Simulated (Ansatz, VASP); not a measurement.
# Two plane-wave programs on TiAl3

```
Ti Al
1.0
     3.94834    0.00000    0.00000
     0.00000    3.94834    0.00000
     0.00000    0.00000    3.94834
Ti Al
1 3
Cartesian
  0.0000 0.0000 0.0000
  1.9742 1.9742 0.0000
  1.9742 0.0000 1.9742
  0.0000 1.9742 1.9742
```

Alike in both runs: task single point; functional PBEsol; k mesh 14 × 14 × 14; occupations gaussian, width 0.1 eV; no spin polarisation.

```csv
,VASP,Ansatz
version,VASP 6.6.1,Ansatz 0.2.0
potentials or method,"VASP PAW PBE potentials, release 64 (Ti_sv, Al), cutoff 520 eV","scalar-relativistic, plane waves, PAW"
valence electrons in the cell,21,21
```

Ansatz gave:

- gap on the k mesh at the Fermi level (eV): none
- pressure (GPa): 0.0

Problem. Which values does VASP return?

Solution. gap on the k mesh at the Fermi level (eV): none; pressure (GPa): 0.1.

VASP's potentials were made for PBE, not for PBEsol. A gap of «none» marks a metal or a gap that the smearing closes. The functional is the same, so the differences come from potentials, cutoffs and numerics.
